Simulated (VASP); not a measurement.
Input of a VASP 6.6.1 run:

The input INCAR:

```
SYSTEM = BAs
PREC = Accurate
ENCUT = 520
EDIFF = 1E-6
ISMEAR = 0
SIGMA = 0.05
LREAL = .False.
LASPH = .True.
NELM = 100
ALGO = Normal
ISIF = 2
LWAVE = .False.
LCHARG = .False.
GGA = PE
NBANDS = 11
```

File KPOINTS:

```
Automatic mesh
0
Gamma
  10 10 10
  0 0 0
```

The input POSCAR:

```
BAs
1.0
    0.0000000000      2.3885000000      2.3885000000
    2.4840400000      0.0000000000      2.3885000000
    2.4840400000      2.3885000000      0.0000000000
B As
1 1
Direct
    0.0000000000      0.0000000000      0.0000000000
    0.7500000000      0.7500000000      0.7500000000
```

Potentials or basis: VASP PAW PBE potentials, release 64 (B, As).

The run is started by

```bash
$ cat potpaw_PBE.64/B/POTCAR potpaw_PBE.64/As/POTCAR > POTCAR
$ mpirun -np 1 vasp_std > vasp.out
```

(1) What does it give for the pressure?

(2) Estimate the band gap on the k mesh.

Answers

(1) -1.9 GPa.

(2) 0.93 eV, indirect (least direct gap 3.02 eV).

Caveat: the cell differs from its parent crystal (strain +0.0400 x Voigt [1, 0, 0, 0, 0, 0]).
